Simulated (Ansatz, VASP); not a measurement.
# Ir2Pt in VASP and in Ansatz

```
CELL_PARAMETERS angstrom
4.45581 0.00000 0.00000
-2.22791 3.85885 0.00000
0.00000 0.00000 2.65727
ATOMIC_POSITIONS crystal
Ir 0.33333 0.66667 0.50000
Ir 0.66667 0.33333 0.50000
Pt 0.00000 0.00000 0.00000
```

Change from the starting cell: species swapped into the EuSi2 type (P6/mmm, No. 191).

Alike in both runs: task relaxation of cell and atoms; functional PBE; k mesh 6 × 6 × 6; occupations gaussian, width 0.1 eV; no spin polarisation.

```csv
,VASP,Ansatz
version,VASP 6.6.1,Ansatz 0.2.0
potentials or method,"VASP PAW PBE potentials, release 64 (Ir, Pt), cutoff 500 eV","scalar-relativistic, plane waves, PAW"
valence electrons in the cell,28,52
```

```tsv
	VASP	Ansatz	Ansatz less VASP
gap on the k mesh at the Fermi level, each at its own relaxed structure (eV)	none	none	-
relaxed volume (Å³/atom)	15.37	15.37	+0.003
relaxed cell length with the largest relative difference (Å)	4.393	4.394	+0.0008
```

A gap of «none» marks a metal or a gap that the smearing closes. VASP's potentials hold 28 valence electrons a cell and Ansatz's 52, so a difference there can come from the potentials and not from the codes.

The k mesh is coarse, so the values compare programs but aren't converged. Spin-orbit coupling is off throughout.
